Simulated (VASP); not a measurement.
# Ge (I4_1/amd) in VASP: notebook

The runs below take Ge through single point, with PBE.

Everything below comes from runs of VASP 6.6.1. Logs are shortened: lines on timing, memory, paths and dates and some standing lists are left out, and cuts for length are marked.

### Step 1. The cell of the first run

It takes space group I4_1/amd (No. 141, tetragonal). The conventional cell has a = 5.149 Å, b = 5.149 Å, c = 2.795 Å, α = 90.00°, β = 90.00°, γ = 90.00°. Within 3.5 Å of Ge (site symmetry -4m2) lie 10 Ge at 2.67 to 3.32 Å.

### Step 2. Single point, PBE

File INCAR:

```
SYSTEM = Ge
  ALGO = Normal
  EDIFF = 1E-6
  ENCUT = 500
  GGA = PE
  GGA_COMPAT = .FALSE.
  ISIF = 2
  ISMEAR = -1
  LASPH = .TRUE.
  LCHARG = .FALSE.
  LREAL = .FALSE.
  LWAVE = .FALSE.
  NBANDS = 21
  NELM = 120
  PREC = Accurate
  SIGMA = 0.02
```

File KPOINTS:

```
k-points
0
G
  4 4 4
  0 0 0
```

File POSCAR:

```
Ge
1.0
   -2.5744897190      2.5744897190      1.3974126432
    2.5744897190     -2.5744897190      1.3974126432
    2.5744897190      2.5744897190     -1.3974126432
Ge
2
Direct
    0.5000000000      0.5000000000      0.0000000000
    0.2500000000      0.7500000000      0.5000000000
```

Potentials or basis: VASP PAW PBE potentials, release 64 (Ge_d).

Started as:

```bash
$ cat potpaw_PBE.64/Ge_d/POTCAR > POTCAR
$ mpirun -np 1 vasp_std > vasp.out
```

OUTCAR:

```text
SYSTEM = Ge
   EDIFF = 1E-6
   ENCUT = 500
   GGA = PE
   ISIF = 2
   ISMEAR = -1
   LASPH = .TRUE.
   LREAL = .FALSE.
   NELM = 120
   PREC = Accurate

 ion  position               nearest neighbor table
   1  0.500  0.500  0.000-   2 2.67   2 2.67   2 2.67   2 2.67
   2  0.250  0.750  0.500-   1 2.67   1 2.67   1 2.67   1 2.67

  LATTYP: Found a body centered tetragonal cell.
 ALAT       =     5.1489794380
 C/A-ratio  =     0.5427920853

  Lattice vectors:

 A1 = (  -2.5744897190,   2.5744897190,   1.3974126432)
 A2 = (   2.5744897190,  -2.5744897190,   1.3974126432)
 A3 = (   2.5744897190,   2.5744897190,  -1.3974126432)

Analysis of symmetry for initial positions (statically):
=====================================================================
 Subroutine PRICEL returns:
 Original cell was already a primitive cell.

 Routine SETGRP: Setting up the symmetry group for a
 body centered tetragonal supercell.

 Subroutine GETGRP returns: Found 16 space group operations
 (whereof  8 operations were pure point group operations)
 out of a pool of 16 trial point group operations.

The static configuration has the point symmetry D_2d.
 The point group associated with its full space group is D_4h.

Analysis of symmetry for dynamics (positions and initial velocities):
=====================================================================
 Subroutine PRICEL returns:
 Original cell was already a primitive cell.

 Routine SETGRP: Setting up the symmetry group for a
 body centered tetragonal supercell.

 Subroutine GETGRP returns: Found 16 space group operations
 (whereof  8 operations were pure point group operations)
 out of a pool of 16 trial point group operations.

The dynamic configuration has the point symmetry D_2d.
 The point group associated with its full space group is D_4h.

 Subroutine INISYM returns: Found 16 space group operations
 (whereof  8 operations are pure point group operations),
 and found     1 'primitive' translations

----------------------------------------------------------------------------------------

                                     Primitive cell

  volume of cell :      37.0482

  direct lattice vectors                    reciprocal lattice vectors
    -2.574489719  2.574489719  1.397412643     0.000000000  0.194213244  0.357804119
     2.574489719 -2.574489719  1.397412643     0.194213244  0.000000000  0.357804119
     2.574489719  2.574489719 -1.397412643     0.194213244  0.194213244  0.000000000

  length of vectors
     3.899840602  3.899840602  3.899840602     0.407114937  0.407114937  0.274659004

  position of ions in fractional coordinates (direct lattice)
     0.500000000  0.500000000  0.000000000
     0.250000000  0.750000000  0.500000000

  ion indices of the primitive-cell ions
   primitive index   ion index
                 1           1
                 2           2

----------------------------------------------------------------------------------------

 KPOINTS: k-points

Automatic generation of k-mesh.
 Grid dimensions read from file:
 generate k-points for:    4    4    4

 Generating k-lattice:

  Cartesian coordinates                     Fractional coordinates (reciprocal lattice)
     0.000000000  0.048553311  0.089451030     0.250000000  0.000000000  0.000000000
     0.048553311  0.000000000  0.089451030     0.000000000  0.250000000  0.000000000
     0.048553311  0.048553311  0.000000000     0.000000000  0.000000000  0.250000000

  Length of vectors
     0.101778734  0.101778734  0.068664751

  Shift w.r.t. Gamma in fractional coordinates (k-lattice)
     0.000000000  0.000000000  0.000000000

 Subroutine IBZKPT returns following result:
 ===========================================

 Found     13 irreducible k-points:

 Following reciprocal coordinates:
            Coordinates               Weight
  0.000000  0.000000  0.000000      1.000000
  0.250000  0.000000 -0.000000      8.000000
  0.500000  0.000000 -0.000000      4.000000
  0.250000  0.250000 -0.000000      8.000000
  0.500000  0.250000 -0.000000     16.000000
 -0.250000  0.250000  0.000000      4.000000
  0.500000  0.500000 -0.000000      2.000000
  0.250000  0.250000  0.250000      2.000000
 -0.250000  0.250000  0.250000      4.000000
  0.500000  0.500000  0.250000      4.000000
 -0.250000  0.500000  0.250000      8.000000
 -0.250000 -0.250000  0.250000      2.000000
  0.500000  0.500000  0.500000      1.000000
   k-points           NKPTS =     13   k-points in BZ     NKDIM =     13   number of bands    NBANDS=     21
   number of dos      NEDOS =    301   number of ions     NIONS =      2
   total plane-waves  NPLWV =  21952
   dimension x,y,z NGX =    28 NGY =   28 NGZ =   28
   dimension x,y,z NGXF=    56 NGYF=   56 NGZF=   56
   ions per type =               2
   NGX,Y,Z   is equivalent  to a cutoff of  11.94, 11.94, 11.94 a.u.
   NGXF,Y,Z  is equivalent  to a cutoff of  23.87, 23.87, 23.87 a.u.
 SYSTEM =  Ge
   PREC   = accura    normal or accurate (medium, high low for compatibility)
   ISTART =      0    job   : 0-new  1-cont  2-samecut
   ICHARG =      2    charge: 1-file 2-atom 10-const
   ISPIN  =      1    spin polarized calculation?
   LNONCOLLINEAR =      F non collinear calculations
   LSORBIT =      F    spin-orbit coupling
   LASPH  =      T    aspherical Exc in radial PAW
   ENCUT  =  500.0 eV  36.75 Ry    6.06 a.u.   7.11  7.11  7.11*2*pi/ulx,y,z
   NELM   =    120;   NELMIN=  2; NELMDL= -5     # of ELM steps
   EDIFF  = 0.1E-05   stopping-criterion for ELM
   LREAL  =      F    real-space projection
   EDIFFG = 0.1E-04   stopping-criterion for IOM
   NSW    =      0    number of steps for IOM
   IBRION =     -1    ionic relax: 0-MD 1-quasi-New 2-CG
   NFREE  =      0    steps in history (QN), initial steepest desc. (CG)
   ISIF   =      2    stress and relaxation
   ISYM   =      2    0-nonsym 1-usesym 2-fastsym
   POTIM  = 0.5000    time-step for ionic-motion
   TEBEG  =    0.0;   TEEND  =   0.0 temperature during run
   PSTRESS=    0.0 pullay stress
   NELECT =      28.0000    total number of electrons
   NUPDOWN=      -1.0000    fix difference up-down
   EMIN   =  10.00;   EMAX   =-10.00  energy-range for DOS
   EFERMI =   0.00;   METHOD = LEGACY
   ISMEAR =    -1;   SIGMA  =   0.02  broadening in eV -4-tet -1-fermi 0-gaus
   EFERMI_NEDOS =   21; number of points for ismear=-14 and -15
   IALGO  =     38    algorithm
   IMIX   =      4    mixing-type and parameters
     AMIX     =   0.40;   BMIX     =  1.00
     AMIX_MAG =   1.60;   BMIX_MAG =  1.00
  volume/ion in A,a.u.               =      18.52       125.01
  Fermi-wavevector in a.u.,A,eV,Ry     =   1.491209  2.817976 30.255333  2.223704
  Thomas-Fermi vector in A             =   2.603893
   LORBIT       =      0    0 simple, 1 ext, 2 COOP (PROOUT), +10 PAW based schemes
   GGA     = PE    functional components
   LHFCALC =     F    Hartree Fock is set to
   AEXX    =    0.0000 exact exchange contribution
   IVDW    =     0    specifies the selected vdW correction
   LEPSILON=     F    determine dielectric tensor
   LRPA    =     F    only Hartree local field effects (RPA)
 non-spin polarized calculation
  energy-cutoff  :      500.00
  volume of cell :       37.05
 maximum number of plane-waves:       950
   NGX = 15   NGY = 15   NGZ = 15

 number of electron      28.0000030 magnetization

 Free energy of the ion-electron system (eV)
  ---------------------------------------------------
  ext. energy  EPLUGINS =         0.00000000
  ---------------------------------------------------
  free energy    TOTEN  =        -8.46278340 eV

  energy without entropy =       -8.46100711  energy(sigma->0) =       -8.46189526

 E-fermi :   6.6948     XC(G=0): -11.3282

 val. band max:        6.6946571306   @ k =  -0.2500   0.2500   0.2500
 cond. band min:       7.3845472215   @ k =   0.2500   0.0000  -0.0000
 fundamental gap:      0.6898900909
 Fermi energy:         6.6948188210

 k-point     1 :       0.0000    0.0000    0.0000
  band No.  band energies     occupation
      1     -17.9885      2.00000
      2     -17.9321      2.00000
      3     -17.9117      2.00000
      4     -17.8997      2.00000
      5     -17.7978      2.00000
      6     -17.7978      2.00000
[... 13 lines left out ...]
     20      18.3491      0.00000
     21      19.3338      0.00000

 k-point     2 :       0.2500    0.0000   -0.0000
  band No.  band energies     occupation
      1     -17.9648      2.00000
      2     -17.8858      2.00000
      3     -17.8764      2.00000
      4     -17.8498      2.00000
      5     -17.8377      2.00000
      6     -17.8082      2.00000
[... 13 lines left out ...]
     20      15.6332      0.00000
     21      17.5699      0.00000

 k-point     3 :       0.5000    0.0000   -0.0000
  band No.  band energies     occupation
      1     -17.9395      2.00000
      2     -17.8935      2.00000
      3     -17.8868      2.00000
      4     -17.8575      2.00000
      5     -17.8364      2.00000
      6     -17.8315      2.00000
[... 13 lines left out ...]
     20      18.3816      0.00000
     21      19.2531      0.00000

 k-point     4 :       0.2500    0.2500   -0.0000
  band No.  band energies     occupation
      1     -17.9490      2.00000
      2     -17.8930      2.00000
      3     -17.8633      2.00000
      4     -17.8551      2.00000
      5     -17.8497      2.00000
      6     -17.8203      2.00000
[... 13 lines left out ...]
     20      17.1894      0.00000
     21      18.2072      0.00000

 k-point     5 :       0.5000    0.2500   -0.0000
  band No.  band energies     occupation
      1     -17.9280      2.00000
      2     -17.8875      2.00000
      3     -17.8849      2.00000
      4     -17.8515      2.00000
      5     -17.8427      2.00000
      6     -17.8041      2.00000
[... 13 lines left out ...]
     20      18.2176      0.00000
     21      19.2379      0.00000
[... 118 lines left out ...]
     20      20.0155      0.00000
     21      20.9425      0.00000

 k-point    11 :      -0.2500    0.5000    0.2500
  band No.  band energies     occupation
      1     -17.9189      2.00000
      2     -17.8906      2.00000
      3     -17.8499      2.00000
      4     -17.8469      2.00000
      5     -17.8236      2.00000
      6     -17.8101      2.00000
[... 13 lines left out ...]
     20      19.4747      0.00000
     21      21.0832      0.00000

 k-point    12 :      -0.2500   -0.2500    0.2500
  band No.  band energies     occupation
      1     -17.9423      2.00000
      2     -17.8763      2.00000
      3     -17.8763      2.00000
      4     -17.8623      2.00000
      5     -17.8295      2.00000
      6     -17.8295      2.00000
[... 13 lines left out ...]
     20      19.9361      0.00000
     21      19.9361      0.00000

 k-point    13 :       0.5000    0.5000    0.5000
  band No.  band energies     occupation
      1     -17.9404      2.00000
      2     -17.9404      2.00000
      3     -17.8214      2.00000
      4     -17.8214      2.00000
      5     -17.8087      2.00000
      6     -17.8087      2.00000
[... 13 lines left out ...]
     20      22.2318      0.00000
     21      23.4543      0.00000

------------------------ aborting loop because EDIFF is reached ----------------------------------------

  FORCE on cell =-STRESS in cart. coord.  units (eV):
  Direction    XX          YY          ZZ          XY          YZ          ZX
  --------------------------------------------------------------------------------------
  -------------------------------------------------------------------------------------
  Total       -0.1938564     -0.1938564      2.3224280      0.0000000      0.0000000     -0.0000000
  in kB       -8.3834672     -8.3834672    100.4351772      0.0000000      0.0000000     -0.0000000
  external PRESSURE =      27.8894142 kB  Pullay stress =       0.0000000 kB

 VOLUME and BASIS-vectors are now :
 -----------------------------------------------------------------------------
  energy-cutoff  :      500.00
  volume of cell :       37.05
      direct lattice vectors                 reciprocal lattice vectors
    -2.574489719  2.574489719  1.397412643     0.000000000  0.194213244  0.357804119
     2.574489719 -2.574489719  1.397412643     0.194213244  0.000000000  0.357804119
     2.574489719  2.574489719 -1.397412643     0.194213244  0.194213244  0.000000000

 POSITION                                       TOTAL-FORCE (eV/Angst)
 -----------------------------------------------------------------------------------
      0.00000      0.00000      1.39741         0.000000      0.000000      0.000000
      2.57449      0.00000      0.69871        -0.000000     -0.000000     -0.000000
 -----------------------------------------------------------------------------------
    total drift:                                0.000000     -0.000000      0.000000

  FREE ENERGIE OF THE ION-ELECTRON SYSTEM (eV)
  ---------------------------------------------------
  free  energy   TOTEN  =        -8.4627834022 eV

  energy  without entropy=       -8.4610071143  energy(sigma->0) =       -8.46189526
```

Run time: 15 s. Hardware: 1 thread of Intel Xeon 8259CL, shared host; peak memory 0.15 GiB.

What came out:

```yaml
Free_energy: -8.4628 eV
Pressure: 2.8 GPa
Band_gap_on_the_k_mesh: zero (band 14 reaches 7.40 eV, above the bottom of band 15 at 5.14 eV)
```

Levels at points of the mesh, in eV from the Fermi level:
```tsv
k point	band 12	band 13	band 14	band 15	band 16	band 17
(0.00, 0.00, 0.00)	-3.97	-2.25	-2.25	3.38	7.70	7.70
(0.50, 0.00, 0.00)	-6.29	-2.53	-1.91	-1.26	2.59	3.67
(0.50, 0.50, 0.00)	-10.47	0.71	0.71	2.02	2.02	7.65
(0.50, 0.50, 0.50)	-8.78	-5.82	-5.82	6.27	6.27	11.12
```

Caveat: the k points lie up to 0.64 Å⁻¹ apart.

[end of part 1 of 2]
